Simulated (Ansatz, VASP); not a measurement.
# SiW6: VASP beside Ansatz

Contents of INCAR:

```
SYSTEM = SiW6
  PREC = Accurate
  ENCUT = 520
  EDIFF = 1E-6
  ISMEAR = 0
  SIGMA = 0.1
  LREAL = .FALSE.
  LASPH = .TRUE.
  NELM = 60
  ALGO = Normal
  ISIF = 2
  LWAVE = .FALSE.
  LCHARG = .TRUE.
  LDIPOL = .TRUE.
  IDIPOL = 3
  DIPOL = 0.5 0.5 0.318
  GGA = PE
  IVDW = 12
  LELF = .TRUE.
  LVHAR = .TRUE.
  LVACPOTAV = .TRUE.
  NBANDS = 53
```

KPOINTS

```
regular mesh
0
G
  6 6 1
  0 0 0
```

The input POSCAR:

```
SiW6
1.0
    4.4682526324      0.0000000000      0.0000000000
   -2.2341263162      3.8696202902      0.0000000000
    0.0000000000      0.0000000000     21.7259061349
W Si
6 1
Direct
    0.6666666667      0.3333333333      0.1841119986
    0.3333333333      0.6666666667      0.2260931360
    0.0000000000      0.0000000000      0.2680742733
    0.6666666667      0.3333333333      0.3070897866
    0.3333333333      0.6666666667      0.3466976876
    0.0000000000      0.0000000000      0.3832248047
    0.2222222222      0.8888888889      0.5121032037
```

Input for Ansatz:

```yaml
crystal:
  lattice:
    - [4.4682526324, 0.0, 0.0]
    - [-2.2341263162, 3.8696202902, 0.0]
    - [0.0, 0.0, 21.7259061349]
  atoms:
    - { symbol: W, position: [0.6666666667, 0.3333333333, 0.1841119986] }
    - { symbol: W, position: [0.3333333333, 0.6666666667, 0.226093136] }
    - { symbol: W, position: [0.0, 0.0, 0.2680742733] }
    - { symbol: W, position: [0.6666666667, 0.3333333333, 0.3070897866] }
    - { symbol: W, position: [0.3333333333, 0.6666666667, 0.3466976876] }
    - { symbol: W, position: [0.0, 0.0, 0.3832248047] }
    - { symbol: Si, position: [0.2222222222, 0.8888888889, 0.5121032037] }
basis:
  ecutwfc: 420
kpoints:
  mp_grid: { grid: [6, 6, 1] }
hamiltonian:
  xc: pbe
  pseudopotentials: { kind: paw, azcp: { folder: soft_1 } }
  dispersion: d3bj
scf:
  occupations: { method: gaussian, width: 0.1 }
output:
  forces: true
  eigenvalues: true
  write_density: true
  write_potential: true
  elf: true
  volumetric_format: npy
efield:
  axis: 3
  dipole_correction: true
  ramp_width: 0.04
```

Alike in both runs: task single point; functional PBE; dispersion D3(BJ); k mesh 6 × 6 × 1; occupations gaussian, width 0.1 eV; no spin polarisation.

|  | VASP | Ansatz |
| --- | --- | --- |
| version | VASP 6.6.1 | Ansatz 0.2.0 |
| potentials or method | VASP PAW PBE potentials, release 64 (W_sv, Si), cutoff 520 eV | scalar-relativistic, plane waves, PAW |
| valence electrons in the cell | 88 | 88 |

|  | VASP | Ansatz | Ansatz less VASP |
| --- | --- | --- | --- |
| gap on the k mesh at the Fermi level (eV) | none | none | - |
| rms of the force components (eV/Å) | 0.914 | 0.904 | -0.0101 |
| work function, face that differs most (eV) | 3.89 | 3.89 | -0.002 |

Atom by atom the forces differ by 0.022 eV/Å (rms over components). A gap of «none» marks a metal or a gap that the smearing closes. Ansatz's warnings: xc potential rough in thin density.

Spin-orbit coupling is off throughout.
